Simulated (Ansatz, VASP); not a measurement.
## Te in VASP and in Ansatz

```xyz
3
Lattice="4.4540 0.0000 0.0000 -2.2270 3.8573 0.0000 0.0000 0.0000 5.9240" Properties=species:S:1:pos:R:3 pbc="T T T"
Te    1.1981    0.0000    1.9747
Te   -0.5991    1.0376    3.9493
Te    1.6279    2.8197    0.0000
```

Alike in both runs: task single point; functional LDA; k mesh 6 × 6 × 4; occupations gaussian, width 0.1 eV; no spin polarisation.

|  | VASP | Ansatz |
| --- | --- | --- |
| version | VASP 6.6.1 | Ansatz 0.2.0 |
| potentials or method | VASP PAW LDA potentials, release 64 (Te), cutoff 500 eV | scalar-relativistic, plane waves, PAW |
| valence electrons in the cell | 18 | 48 |

|  | VASP | Ansatz | Ansatz less VASP |
| --- | --- | --- | --- |
| gap on the k mesh at the Fermi level (eV) | 0.12 | 0.13 | +0.019 |
| least direct gap on the mesh (eV) | 0.12 | 0.13 | +0.019 |
| pressure (GPa) | -1.8 | -1.9 | -0.12 |
| traceless stress, the component that is largest in VASP (GPa) | 0.07 | 0.00 | -0.070 |
| rms of the force components (eV/Å) | 0.043 | 0.026 | -0.0166 |

LDA's correlation is that of Perdew and Zunger in VASP and of Perdew and Wang (1992) in Ansatz. Atom by atom the forces differ by 0.017 eV/Å (rms over components). VASP's potentials hold 18 valence electrons a cell and Ansatz's 48, so a difference there can come from the potentials and not from the codes.

Neither program's run includes spin-orbit coupling.
